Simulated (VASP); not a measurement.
Li: single point with PBE0+D4

Li:

```
Li
1.0
    -1.75465    1.75465    1.75465
     1.75465   -1.75465    1.75465
     1.75465    1.75465   -1.75465
Li
1
Direct
  0.00000 0.00000 0.00000
```

```yaml
Program: VASP 6.6.1
Task: single point
Functional: PBE0
Dispersion: D4
Potentials_or_basis: VASP PAW PBE potentials, release 64 (Li_sv)
Cutoff: 520 eV
k_mesh: 8 × 8 × 8
Occupations: fermi-dirac, width 0.05 eV
Spin: no spin polarisation
```

```yaml
Band_gap_on_the_k_mesh: zero (an odd number of electrons rules out a gap without spin polarisation)
Dispersion_energy_per_atom: -0.017 eV
```

Levels at points of the mesh, in eV from the Fermi level:
```
           k point  band 1  band 2  band 3  band 4  band 5  band 6
(0.00, 0.00, 0.00)  -50.96   -4.93   14.97   14.97   14.97   19.47
(0.50, 0.00, 0.00)  -50.94    0.44    3.44   10.82   12.24   13.91
(0.50, 0.50, 0.50)  -50.93    6.04    6.04    6.04    8.17    8.17
```

Run time: 2.6 min on 1 thread of Intel(R) Xeon(R) Platinum 8488C (Sapphire Rapids), with other jobs on the host, peak memory 0.15 GiB.
